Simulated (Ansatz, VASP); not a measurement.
## One calculation of TlW2, two programs

POSCAR

```
TlW2
1.0
    0.0000000000      3.8368669408      3.8368669408
    3.8368669408      0.0000000000      3.8368669408
    3.8368669408      3.8368669408      0.0000000000
Tl W
2 4
Direct
    0.1250000000      0.1250000000      0.1250000000
   -0.1250000000     -0.1250000000     -0.1250000000
    0.5000000000      0.5000000000      0.5000000000
    0.5000000000      0.5000000000      0.0000000000
    0.5000000000      0.0000000000      0.5000000000
    0.0000000000      0.5000000000      0.5000000000
```

INCAR.step1

```
SYSTEM = TlW2
  PREC = Accurate
  ENCUT = 520
  ISMEAR = -1
  SIGMA = 0.05
  LREAL = .False.
  LASPH = .True.
  NELM = 100
  NBANDS = 50
  GGA = PE
  ALGO = Normal
  EDIFF = 1E-4
  LWAVE = .True.
  LCHARG = .False.
```

Contents of INCAR.step2:

```
SYSTEM = TlW2
  PREC = Accurate
  ENCUT = 520
  EDIFF = 1E-8
  ISMEAR = -1
  SIGMA = 0.05
  LREAL = .False.
  LASPH = .True.
  NELM = 100
  ALGO = Normal
  ISIF = 2
  LWAVE = .False.
  LCHARG = .False.
  METAGGA = R2SCAN
  LMIXTAU = .True.
  LEFG = .True.
  NBANDS = 50
  ISTART = 1
```

File KPOINTS:

```
regular mesh
0
Gamma
  7 7 7
  0 0 0
```

Input for Ansatz:

```yaml
crystal:
  lattice:
    - [0.0, 3.8368669408, 3.8368669408]
    - [3.8368669408, 0.0, 3.8368669408]
    - [3.8368669408, 3.8368669408, 0.0]
  atoms:
    - { symbol: Tl, position: [0.125, 0.125, 0.125] }
    - { symbol: Tl, position: [-0.125, -0.125, -0.125] }
    - { symbol: W, position: [0.5, 0.5, 0.5] }
    - { symbol: W, position: [0.5, 0.5, 0.0] }
    - { symbol: W, position: [0.5, 0.0, 0.5] }
    - { symbol: W, position: [0.0, 0.5, 0.5] }
kpoints:
  mp_grid: { grid: [7, 7, 7] }
scf:
  occupations: { method: fermi_dirac, width: 0.05 }
hamiltonian:
  xc: r2scan
  pseudopotentials: { kind: paw }
output:
  forces: true
  stress: true
  eigenvalues: true
  efg: { contact_densities: true }
  populations: true
  bader: true
  dos: { projected: true, de: 0.2, e_range: [-14, 8] }
  write_density: true
  write_potential: true
  elf: true
  volumetric_format: npy
```

Alike in both runs: task electric field gradients; functional r2SCAN; k mesh 7 × 7 × 7; occupations fermi-dirac, width 0.05 eV; no spin polarisation.

|  | VASP | Ansatz |
| --- | --- | --- |
| version | VASP 6.6.1 | Ansatz 0.2.0 |
| potentials or method | VASP PAW PBE potentials, release 64 (Tl_d, W_sv) | PAW with Ansatz's default frozen-core files, scalar-relativistic |
| plane-wave cutoff (eV) | 520 | 500 |
| valence electrons in the cell | 82 | 82 |

Ansatz gave:

```
pressure (GPa)                                       : 0.0
size of Vzz on the site where it differs most (V/Å²) : 532.4
```

**Question.** Estimate VASP's values.

**Answer.** Pressure (GPa): 0.6; size of Vzz on the site where it differs most (V/Å²): 462.9.

VASP's potentials were made for PBE, not for r2SCAN. With one functional, cell and mesh, what is left measures potentials, basis and numerics.

Spin-orbit coupling is off throughout.
